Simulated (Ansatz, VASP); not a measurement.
# Two plane-wave programs on Mo

INCAR

```
ALGO     = Normal         # electronic algorithm
EDIFF    = 1E-7           # SCF threshold, eV
ENCUT    = 520            # plane-wave cutoff, eV
GGA      = PS             # functional
ISIF     = 2              # what is computed and relaxed
ISMEAR   = -1             # smearing method
LASPH    = T              # aspherical terms in the spheres
LCHARG   = F              # write CHGCAR
LREAL    = F              # projectors in reciprocal space
LWAVE    = F              # write WAVECAR
NBANDS   = 13             # bands
NELM     = 60             # most SCF steps
PREC     = Accurate       # precision mode
SIGMA    = 0.1            # smearing width, eV
```

File KPOINTS:

```
k-points
0
Gamma
  14 14 13
```

Contents of POSCAR:

```
Mo
1.0
    2.7355104000      0.0136775520      0.0000000000
   -1.3559100925      2.3621827240      0.0000000000
    0.0000000000      0.0000000000      2.5551807000
Mo
1
Direct
    0.0000000000      0.0000000000      0.5000000000
```

Input for Ansatz:

```yaml
crystal:
  lattice:
    - [2.7355104, 0.013677552000000003, 0.0]
    - [-1.3559100925, 2.362182724, 0.0]
    - [0.0, 0.0, 2.5551807]
  atoms:
    - { symbol: Mo, position: [0.0, 0.0, 0.5] }
basis:
  ecutwfc: 520.0
kpoints:
  mp_grid:
    grid: [14, 14, 13]
hamiltonian:
  xc: pbesol
  pseudopotentials:
    kind: paw
scf:
  occupations:
    method: fermi_dirac
output:
  stress: true
```

Alike in both runs: task single point; functional PBEsol; k mesh 14 × 14 × 13; no spin polarisation.

```csv
,VASP,Ansatz
version,VASP 6.6.1,Ansatz 0.2.0
potentials or method,"VASP PAW PBE potentials, release 64 (Mo_sv), cutoff 520 eV","plane waves, PAW"
occupations,"fermi-dirac, width 0.1 eV",fermi-dirac
valence electrons in the cell,14,14
```

|  | VASP | Ansatz | Ansatz less VASP |
| --- | --- | --- | --- |
| pressure (GPa) | -3.0 | -3.5 | -0.51 |
| traceless stress, the component that is largest in VASP (GPa) | -4.35 | -4.47 | -0.120 |

VASP's potentials were made for PBE, not for PBEsol.
